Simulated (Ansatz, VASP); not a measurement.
HfO2 in VASP and in Ansatz

```
Hf O
1.0
     5.15190    0.00000    0.00000
     0.00000    5.22004    0.00000
    -0.86435    0.00000    5.24840
Hf O
4 8
Direct
  0.27550 0.46030 0.70800
  0.72450 0.96030 0.79200
  0.72450 0.53970 0.29200
  0.27550 0.03970 0.20800
  0.07420 0.16840 0.84670
  0.92580 0.66840 0.65330
  0.92580 0.83160 0.15330
  0.07420 0.33160 0.34670
  0.44870 0.74190 0.98010
  0.55130 0.24190 0.51990
  0.55130 0.25810 0.01990
  0.44870 0.75810 0.48010
```

Alike in both runs: task single point; functional PBEsol; k mesh 5 × 5 × 5; occupations fermi-dirac, width 0.05 eV; no spin polarisation.

|  | VASP | Ansatz |
| --- | --- | --- |
| version | VASP 6.6.1 | Ansatz 0.2.0 |
| potentials or method | VASP PAW PBE potentials, release 64 (Hf_pv, O) | PseudoDojo standard (PBEsol files) |
| plane-wave cutoff (eV) | 520 | 1143 |
| valence electrons in the cell | 88 | 96 |

|  | VASP | Ansatz | Ansatz less VASP |
| --- | --- | --- | --- |
| gap on the k mesh at the Fermi level (eV) | 3.99 | 4.04 | +0.047 |
| least direct gap on the mesh (eV) | 4.07 | 4.11 | +0.047 |

VASP's potentials were made for PBE, not for PBEsol. VASP's potentials hold 88 valence electrons a cell and Ansatz's 96, so a difference there can come from the potentials and not from the codes.

Neither program's run includes spin-orbit coupling. Noted on Ansatz's run: odd divisions of the mesh miss points on the zone boundary, where band edges often lie, so the gap on the mesh can be too wide.
